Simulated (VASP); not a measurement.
# C (P1) in VASP: single point with r2SCAN

Aim: the single point of C with r2SCAN.

Program: VASP 6.6.1. These are calculated values, not measurements. Logs are shortened: lines on timing, memory, paths and dates and some standing lists are left out, and cuts for length are marked.

## Step 1: The cell of the first run

The typed cell holds 8 atoms: a = 2.510 Å, b = 2.510 Å, c = 8.280 Å, α = 90.00°, β = 90.00°, γ = 120.00°.

## Step 2: Single point, r2SCAN (atom 1 (C) moved -0.150 Å towards its neighbour atom 1 (C) at 2.510 Å)

POSCAR reads:

```
C
1.0
    2.5098396887      0.0000000000      0.0000000000
   -1.2549198443      2.1735849298      0.0000000000
    0.0000000000      0.0000000000      8.2803246060
C
8
Direct
    0.0597647733      0.0597647733      0.0929334766
    0.0000000000      0.0000000000      0.5929334766
    0.0000000000      0.0000000000      0.4070665234
    0.0000000000      0.0000000000      0.9070665234
    0.3333333333      0.6666666667      0.1554962099
    0.6666666667      0.3333333333      0.6554962099
    0.3333333333      0.6666666667      0.3445037901
    0.6666666667      0.3333333333      0.8445037901
```

INCAR.step1 reads:

```
  ALGO = Normal
  EDIFF = 1E-4
  ENCUT = 520
  GGA = PE
  ISMEAR = 0
  LASPH = T
  LCHARG = F
  LREAL = F
  LWAVE = T
  NBANDS = 26
  NELM = 100
  PREC = Accurate
  SIGMA = 0.05
```

INCAR.step2 reads:

```
  ALGO = Normal
  EDIFF = 1E-7
  ENCUT = 520
  ISIF = 2
  ISMEAR = 0
  ISTART = 1
  LASPH = T
  LCHARG = F
  LMIXTAU = T
  LREAL = F
  LWAVE = F
  METAGGA = R2SCAN
  NBANDS = 26
  NELM = 100
  PREC = Accurate
  SIGMA = 0.05
```

KPOINTS reads:

```
k-points
0
Gamma
  12 12 4
```

Potentials or basis: VASP PAW PBE potentials, release 64 (C).

Command:

```console
cat potpaw_PBE.64/C/POTCAR > POTCAR
cp INCAR.step1 INCAR
mpirun -np 1 vasp_std > vasp.out
cp INCAR.step2 INCAR
mpirun -np 1 vasp_std > vasp.out
```

OUTCAR:

```text
EDIFF = 1E-7
   ENCUT = 520
   ISIF = 2
   ISMEAR = 0
   ISTART = 1
   LASPH = T
   LREAL = F
   METAGGA = R2SCAN
   NELM = 100
   PREC = Accurate

 ion  position               nearest neighbor table
   1  0.060  0.060  0.093-   5 1.42   5 1.55   4 1.55   5 1.66
   2  0.000  0.000  0.593-   6 1.54   6 1.54   6 1.54   3 1.54
   3  0.000  0.000  0.407-   7 1.54   7 1.54   7 1.54   2 1.54
   4  0.000  0.000  0.907-   8 1.54   8 1.54   8 1.54   1 1.55
   5  0.333  0.667  0.155-   1 1.42   1 1.55   7 1.57   1 1.66
   6  0.667  0.333  0.655-   2 1.54   2 1.54   2 1.54   8 1.57
   7  0.333  0.667  0.345-   3 1.54   3 1.54   3 1.54   5 1.57
   8  0.667  0.333  0.845-   4 1.54   4 1.54   4 1.54   6 1.57

  LATTYP: Found a hexagonal cell.
 ALAT       =     2.5098396887
 C/A-ratio  =     3.2991448192

  Lattice vectors:

 A1 = (   2.5098396887,   0.0000000000,   0.0000000000)
 A2 = (  -1.2549198443,   2.1735849298,   0.0000000000)
 A3 = (   0.0000000000,   0.0000000000,   8.2803246060)

Analysis of symmetry for initial positions (statically):
=====================================================================
 Subroutine PRICEL returns:
 Original cell was already a primitive cell.

 Routine SETGRP: Setting up the symmetry group for a
 hexagonal supercell.

 Subroutine GETGRP returns: Found  1 space group operations
 (whereof  1 operations were pure point group operations)
 out of a pool of 24 trial point group operations.

The static configuration has the point symmetry C_1 .

Analysis of symmetry for dynamics (positions and initial velocities):
=====================================================================
 Subroutine PRICEL returns:
 Original cell was already a primitive cell.

 Routine SETGRP: Setting up the symmetry group for a
 hexagonal supercell.

 Subroutine GETGRP returns: Found  1 space group operations
 (whereof  1 operations were pure point group operations)
 out of a pool of 24 trial point group operations.

The dynamic configuration has the point symmetry C_1 .

 Subroutine INISYM returns: Found  1 space group operations
 (whereof  1 operations are pure point group operations),
 and found     1 'primitive' translations

----------------------------------------------------------------------------------------

                                     Primitive cell

  volume of cell :      45.1721

  direct lattice vectors                    reciprocal lattice vectors
     2.509839689  0.000000000  0.000000000     0.398431822  0.230034720  0.000000000
    -1.254919844  2.173584930  0.000000000     0.000000000  0.460069439  0.000000000
     0.000000000  0.000000000  8.280324606     0.000000000  0.000000000  0.120768212

  length of vectors
     2.509839689  2.509839689  8.280324606     0.460069439  0.460069439  0.120768212

  position of ions in fractional coordinates (direct lattice)
     0.059764773  0.059764773  0.092933477
     0.000000000  0.000000000  0.592933477
     0.000000000  0.000000000  0.407066523
     0.000000000  0.000000000  0.907066523
     0.333333333  0.666666667  0.155496210
     0.666666667  0.333333333  0.655496210
     0.333333333  0.666666667  0.344503790
     0.666666667  0.333333333  0.844503790

  ion indices of the primitive-cell ions
   primitive index   ion index
                 1           1
                 2           2
                 3           3
                 4           4
                 5           5
                 6           6
                 7           7
                 8           8

----------------------------------------------------------------------------------------

 KPOINTS: k-points

Automatic generation of k-mesh.
 Grid dimensions read from file:
 generate k-points for:   12   12    4

 Generating k-lattice:

  Cartesian coordinates                     Fractional coordinates (reciprocal lattice)
     0.033202652  0.019169560  0.000000000     0.083333333  0.000000000  0.000000000
     0.000000000  0.038339120  0.000000000     0.000000000  0.083333333  0.000000000
     0.000000000  0.000000000  0.030192053     0.000000000  0.000000000  0.250000000

  Length of vectors
     0.038339120  0.038339120  0.030192053

  Shift w.r.t. Gamma in fractional coordinates (k-lattice)
     0.000000000  0.000000000  0.000000000

 Subroutine IBZKPT returns following result:
 ===========================================

 Found    292 irreducible k-points:

 Following reciprocal coordinates:
            Coordinates               Weight
  0.000000  0.000000  0.000000      1.000000
  0.083333  0.000000  0.000000      2.000000
  0.000000  0.083333  0.000000      2.000000
 -0.083333  0.083333  0.000000      2.000000
  0.166667  0.000000  0.000000      2.000000
  0.000000  0.166667  0.000000      2.000000
[... 16 lines left out ...]
  0.166667  0.083333  0.000000      2.000000
 -0.083333  0.250000  0.000000      2.000000
 [... further k-points ...]
   k-points           NKPTS =    292   k-points in BZ     NKDIM =    292   number of bands    NBANDS=     26
   number of dos      NEDOS =    301   number of ions     NIONS =      8
   total plane-waves  NPLWV =  25600
   dimension x,y,z NGX =    20 NGY =   20 NGZ =   64
   dimension x,y,z NGXF=    40 NGYF=   40 NGZF=  128
   ions per type =               8
   NGX,Y,Z   is equivalent  to a cutoff of  13.25, 13.25, 12.85 a.u.
   NGXF,Y,Z  is equivalent  to a cutoff of  26.50, 26.50, 25.70 a.u.
 SYSTEM =  unknown system
   PREC   = accura    normal or accurate (medium, high low for compatibility)
   ISTART =      1    job   : 0-new  1-cont  2-samecut
   ICHARG =      0    charge: 1-file 2-atom 10-const
   ISPIN  =      1    spin polarized calculation?
   LNONCOLLINEAR =      F non collinear calculations
   LSORBIT =      F    spin-orbit coupling
   LASPH  =      T    aspherical Exc in radial PAW
   ENCUT  =  520.0 eV  38.22 Ry    6.18 a.u.   4.67  4.67 15.40*2*pi/ulx,y,z
   NELM   =    100;   NELMIN=  2; NELMDL=  0     # of ELM steps
   EDIFF  = 0.1E-06   stopping-criterion for ELM
   LREAL  =      F    real-space projection
   EDIFFG = 0.1E-05   stopping-criterion for IOM
   NSW    =      0    number of steps for IOM
   IBRION =     -1    ionic relax: 0-MD 1-quasi-New 2-CG
   NFREE  =      0    steps in history (QN), initial steepest desc. (CG)
   ISIF   =      2    stress and relaxation
   ISYM   =      2    0-nonsym 1-usesym 2-fastsym
   POTIM  = 0.5000    time-step for ionic-motion
   TEBEG  =    0.0;   TEEND  =   0.0 temperature during run
   PSTRESS=    0.0 pullay stress
   NELECT =      32.0000    total number of electrons
   NUPDOWN=      -1.0000    fix difference up-down
   EMIN   =  10.00;   EMAX   =-10.00  energy-range for DOS
   EFERMI =   0.00;   METHOD = LEGACY
   ISMEAR =     0;   SIGMA  =   0.05  broadening in eV -4-tet -1-fermi 0-gaus
   EFERMI_NEDOS =   21; number of points for ismear=-14 and -15
   IALGO  =     38    algorithm
   IMIX   =      4    mixing-type and parameters
     AMIX     =   0.40;   BMIX     =  1.00
     AMIX_MAG =   1.60;   BMIX_MAG =  1.00
  volume/ion in A,a.u.               =       5.65        38.10
  Fermi-wavevector in a.u.,A,eV,Ry     =   1.459379  2.757827 28.977523  2.129788
  Thomas-Fermi vector in A             =   2.575953
   LORBIT       =      0    0 simple, 1 ext, 2 COOP (PROOUT), +10 PAW based schemes
   METAGGA = R2SCAN    functional components
   LHFCALC =     F    Hartree Fock is set to
   AEXX    =    0.0000 exact exchange contribution
   IVDW    =     0    specifies the selected vdW correction
   LEPSILON=     F    determine dielectric tensor
   LRPA    =     F    only Hartree local field effects (RPA)
 non-spin polarized calculation
 Gauss-broadening in eV      SIGMA  =   0.05
  energy-cutoff  :      520.00
  volume of cell :       45.17
 maximum number of plane-waves:      1236
   NGX =  9   NGY =  9   NGZ = 31

 number of electron      31.9999996 magnetization

 Free energy of the ion-electron system (eV)
  ---------------------------------------------------
  ext. energy  EPLUGINS =         0.00000000
  ---------------------------------------------------
  free energy    TOTEN  =       -78.10262057 eV

  energy without entropy =      -78.10262057  energy(sigma->0) =      -78.10262057

 E-fermi :  11.1897     XC(G=0): -14.2808

 val. band max:       10.9129829731   @ k =   0.0000   0.0000   0.0000
 cond. band min:      14.3276220865   @ k =  -0.4167   0.4167   0.0000
 fundamental gap:      3.4146391134
 Fermi energy:        11.1896784843

 k-point     1 :       0.0000    0.0000    0.0000
  band No.  band energies     occupation
      1     -13.0070      2.00000
      2     -11.2909      2.00000
      3     -11.1793      2.00000
      4      -7.1660      2.00000
      5      -4.3225      2.00000
      6       2.5782      2.00000
[... 18 lines left out ...]
     25      18.6327      0.00000
     26      18.7790      0.00000

 k-point     2 :       0.0833    0.0000    0.0000
  band No.  band energies     occupation
      1     -12.8271      2.00000
      2     -11.1135      2.00000
      3     -11.0032      2.00000
      4      -7.0041      2.00000
      5      -4.1602      2.00000
      6       2.6607      2.00000
[... 18 lines left out ...]
     25      19.0622      0.00000
     26      19.3028      0.00000

 k-point     3 :       0.0000    0.0833    0.0000
  band No.  band energies     occupation
      1     -12.8272      2.00000
      2     -11.1138      2.00000
      3     -11.0027      2.00000
      4      -7.0044      2.00000
      5      -4.1583      2.00000
      6       2.6473      2.00000
[... 572 lines left out ...]
 k-point    23 :       0.1667    0.0833    0.0000
  band No.  band energies     occupation
      1     -11.7561      2.00000
      2     -10.0593      2.00000
      3      -9.9564      2.00000
      4      -6.0429      2.00000
      5      -3.2402      2.00000
      6       2.4545      2.00000
[... 18 lines left out ...]
     25      20.5980      0.00000
     26      21.2605      0.00000

 k-point    24 :      -0.0833    0.2500    0.0000
  band No.  band energies     occupation
      1     -11.7556      2.00000
      2     -10.0602      2.00000
      3      -9.9523      2.00000
      4      -6.0422      2.00000
      5      -3.2279      2.00000
      6       1.9346      2.00000
[... 18 lines left out ...]
     25      20.5391      0.00000
     26      21.6120      0.00000

 [... further k-points ...]
[... 5 lines left out ...]
  --------------------------------------------------------------------------------------
  -------------------------------------------------------------------------------------
  Total        0.5888016      1.5114057      0.6242859      0.0192778      0.5358435     -0.1878982
  in kB       20.8838027     53.6070230     22.1423719      0.6837524     19.0054707     -6.6644334
  external PRESSURE =      32.2110659 kB  Pullay stress =       0.0000000 kB

 VOLUME and BASIS-vectors are now :
 -----------------------------------------------------------------------------
  energy-cutoff  :      520.00
  volume of cell :       45.17
      direct lattice vectors                 reciprocal lattice vectors
     2.509839689  0.000000000  0.000000000     0.398431822  0.230034720  0.000000000
    -1.254919844  2.173584930  0.000000000     0.000000000  0.460069439  0.000000000
     0.000000000  0.000000000  8.280324606     0.000000000  0.000000000  0.120768212

 POSITION                                       TOTAL-FORCE (eV/Angst)
 -----------------------------------------------------------------------------------
      0.07500      0.12990      0.76952        -2.070264     -5.592239     -0.777348
      0.00000      0.00000      4.90968         0.000699     -0.002361      0.000742
      0.00000      0.00000      3.37064         0.005005      0.008960     -0.011704
      0.00000      0.00000      7.51081         0.436294      0.868975      0.063427
     -0.00000      1.44906      1.28756         1.508755      4.593606      0.774416
      1.25492      0.72453      5.42772         0.056617      0.097307     -0.004093
     -0.00000      1.44906      2.85260         0.009271     -0.019177     -0.021670
      1.25492      0.72453      6.99277         0.053623      0.044929     -0.023768
 -----------------------------------------------------------------------------------
    total drift:                                0.000041      0.000046     -0.000039

  FREE ENERGIE OF THE ION-ELECTRON SYSTEM (eV)
  ---------------------------------------------------
  free  energy   TOTEN  =       -78.1026205710 eV

  energy  without entropy=      -78.1026205710  energy(sigma->0) =      -78.10262057
```

Run time: 29 min. Hardware: 1 thread of Oxide Virtual Turin-like, shared host; peak memory 0.3 GiB.

Results:

- Free energy: -78.1026 eV
- Pressure: 3.2 GPa
- Largest force: 6.014 eV/Å
- Band gap on the k mesh: 3.41 eV (least direct gap 3.61 eV)

Forces on the atoms (eV/Å):
```
C   -2.070 -5.592 -0.777
C    0.001 -0.002  0.001
C    0.005  0.009 -0.012
C    0.436  0.869  0.063
C    1.509  4.594  0.774
C    0.057  0.097 -0.004
C    0.009 -0.019 -0.022
C    0.054  0.045 -0.024
```

Levels at points of the mesh, in eV from the valence-band top:
```
           k point  band 13  band 14  band 15  band 16  band 17  band 18  band 19  band 20
(0.00, 0.00, 0.00)    -2.19    -1.45    -1.10     0.00     3.61     4.56     4.89     5.65
(0.50, 0.00, 0.00)    -6.32    -5.85    -4.87    -4.26     3.57     4.84     4.95     5.34
(0.00, 0.50, 0.00)    -6.15    -5.83    -4.98    -3.93     3.91     4.69     5.25     5.39
(0.50, 0.50, 0.00)    -6.30    -5.73    -4.93    -3.88     3.43     4.76     4.83     5.34
(0.00, 0.00, 0.50)    -2.26    -1.73    -1.68    -0.35     3.91     5.30     5.41     5.66
(0.50, 0.00, 0.50)    -6.22    -5.87    -5.07    -4.90     3.75     4.20     6.09     6.34
(0.00, 0.50, 0.50)    -6.26    -5.84    -4.91    -4.50     4.19     4.32     5.80     6.49
(0.50, 0.50, 0.50)    -6.17    -6.03    -4.90    -4.46     3.55     4.20     6.23     6.36
```

Caveat: the cell differs from its parent crystal (atom 1 (C) moved -0.150 Å towards its neighbour atom 1 (C) at 2.510 Å); the cell stands under pressure; the PAW data sets were made with another functional, which shifts forces and pressure a little. A k mesh can miss the band edges.
